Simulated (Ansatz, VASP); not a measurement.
One calculation of PtS2, two programs

INCAR

```
PREC = Accurate
ENCUT = 600
EDIFF = 1E-6
ISMEAR = -1
SIGMA = 0.05
LREAL = F
LASPH = T
NELM = 100
ALGO = Normal
ISIF = 3
LWAVE = F
LCHARG = F
GGA = PE
IBRION = 2
NSW = 100
EDIFFG = -0.005
```

The input KPOINTS:

```
regular mesh
0
Gamma
  11 11 11
```

The input POSCAR:

```
PtS2
1.0
    0.0000000000      2.7064318671      2.7064318671
    2.7064318671      0.0000000000      2.7064318671
    2.7064318671      2.7064318671      0.0000000000
Pt S
1 2
Direct
    0.0000000000      0.0000000000      0.0000000000
    0.2500000000      0.2500000000      0.2500000000
    0.7500000000      0.7500000000      0.7500000000
```

Input for Ansatz:

```yaml
crystal:
  lattice:
    - [0.0, 2.7064318671, 2.7064318671]
    - [2.7064318671, 0.0, 2.7064318671]
    - [2.7064318671, 2.7064318671, 0.0]
  atoms:
    - { symbol: Pt, position: [0.0, 0.0, 0.0] }
    - { symbol: S, position: [0.25, 0.25, 0.25] }
    - { symbol: S, position: [0.75, 0.75, 0.75] }
kpoints:
  mp_grid: { grid: [11, 11, 11] }
scf:
  occupations: { method: fermi_dirac, width: 0.05 }
hamiltonian:
  xc: pbe
  pseudopotentials: { kind: paw }
output:
  forces: true
  stress: true
relax:
  f_tol: 0.005
  max_steps: 80
  cell: {}
```

Alike in both runs: task relaxation of cell and atoms; functional PBE; k mesh 11 × 11 × 11; occupations fermi-dirac, width 0.05 eV; no spin polarisation.

|  | VASP | Ansatz |
| --- | --- | --- |
| version | VASP 6.6.1 | Ansatz 0.2.0 |
| potentials or method | VASP PAW PBE potentials, release 64 (Pt, S) | PAW with Ansatz's default frozen-core files, scalar-relativistic |
| plane-wave cutoff (eV) | 600 | 420 |
| valence electrons in the cell | 22 | 30 |

```csv
,VASP,Ansatz,Ansatz less VASP
relaxed volume (Å³/atom),17.71,17.74,+0.035
relaxed length of the cell vector where the two differ most in proportion (Å),4.220,4.222,+0.0027
```

VASP's potentials hold 22 valence electrons a cell and Ansatz's 30, so a difference there can come from the potentials and not from the codes.

Neither program's run includes spin-orbit coupling. Noted on VASP's run: the volume moved by over 15 % at a fixed basis, so the end points are rough.
